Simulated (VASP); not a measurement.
OsO3: single point with PBE

OsO3:

```xyz
4
Lattice="-2.0797 2.0797 2.0797 2.0797 -2.0797 2.0797 2.0797 2.0797 -2.0797" Properties=species:S:1:pos:R:3 pbc="T T T"
Os    0.0000    0.0000    0.0000
O     2.0797    0.0000    0.0000
O     0.0000    2.0797    0.0000
O     0.0000    0.0000    2.0797
```

```json
{
 "Program": "VASP 6.6.1",
 "Task": "single point",
 "Functional": "PBE",
 "Potentials or basis": "VASP PAW PBE potentials, release 64 (Os, O)",
 "Cutoff": "520 eV",
 "k mesh": "6 × 6 × 6",
 "Occupations": "gaussian, width 0.1 eV",
 "Spin": "collinear spin, ferromagnetic start",
 "Starting moments": "[1.0, 0.0, 0.0, 0.0] μB",
 "Dipole correction": "no",
 "Further INCAR settings": "ALGO = Normal; EDIFF = 1e-07; NBANDS = 25"
}
```

```json
{
  "Pressure": "1.5 GPa",
  "Band gap on the k mesh": "zero (filled and empty bands overlap)",
  "Net moment": "0.00 μB per cell",
  "Valence electrons inside the program's atomic spheres": "Os 6.86; O 4.87"
}
```

Levels at points of the mesh, in eV from the Fermi level:
Spin up:
| k point | band 11 | band 12 | band 13 | band 14 | band 15 | band 16 |
| --- | --- | --- | --- | --- | --- | --- |
| (0.00, 0.00, 0.00) | -3.14 | -3.14 | -0.17 | -0.17 | 0.40 | 0.40 |
| (0.50, 0.00, 0.00) | -3.01 | -1.83 | -0.71 | 0.70 | 0.87 | 0.95 |
| (0.50, 0.50, 0.50) | -1.64 | -1.64 | 0.05 | 0.05 | 0.46 | 0.46 |
Spin down:
```
           k point  band 10  band 11  band 12  band 13  band 14  band 15  band 16  band 17
(0.00, 0.00, 0.00)    -3.14    -3.14    -3.14    -0.17    -0.17     0.40     0.40     0.40
(0.50, 0.00, 0.00)    -3.34    -3.01    -1.83    -0.71     0.70     0.87     0.95     5.00
(0.50, 0.50, 0.50)    -1.64    -1.64    -1.64     0.05     0.05     0.46     0.46     0.46
```

Wall time 38 s on 1 thread of Intel(R) Xeon(R) Platinum 8488C (Sapphire Rapids) (shared host), peak memory 0.18 GiB.

Caveat: spin-orbit coupling is left out, which moves the levels of the heavy elements.
